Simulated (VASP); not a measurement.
A run of VASP 6.6.1 is set up as follows.

File INCAR:

```
PREC = Accurate ; ENCUT = 600
EDIFF = 1E-6 ; ISMEAR = 0
SIGMA = 0.01 ; LREAL = False
LASPH = True ; NELM = 120
ALGO = Normal ; ISIF = 2
LWAVE = False ; LCHARG = False
GGA = PE ; NBANDS = 16
GGA_COMPAT = False
```

Contents of KPOINTS:

```
regular mesh
0
Gamma
  12 12 4
```

The input POSCAR:

```
SiC
1.0
    3.0238543330      0.0000000000      0.0000000000
   -1.5119271665      2.6187305979      0.0000000000
    0.0000000000      0.0000000000      4.9624241459
Si C
2 2
Direct
    0.3333333333      0.6666666667      0.0000000000
    0.6666666667      0.3333333333      0.5000000000
    0.3333333333      0.6666666667      0.3850000000
    0.6666666667      0.3333333333      0.8850000000
```

Potentials or basis: VASP PAW PBE potentials, release 64 (Si, C).

Run with:

```sh
$ cat potpaw_PBE.64/Si/POTCAR potpaw_PBE.64/C/POTCAR > POTCAR
$ mpirun -np 1 vasp_std > vasp.out
```

Task: What does it give for the largest force?

Result: 0.835 eV/Å.

Task: What does it give for the band gap on the k mesh?

Result: 2.23 eV, indirect (least direct gap 4.18 eV).

Stress tensor (GPa, compression positive):
```
18.72  0.00  0.00
 0.00 18.72  0.00
 0.00  0.00 11.54
```

A k mesh can miss the band edges. As with any semilocal functional, this PBE gap is likely too small.
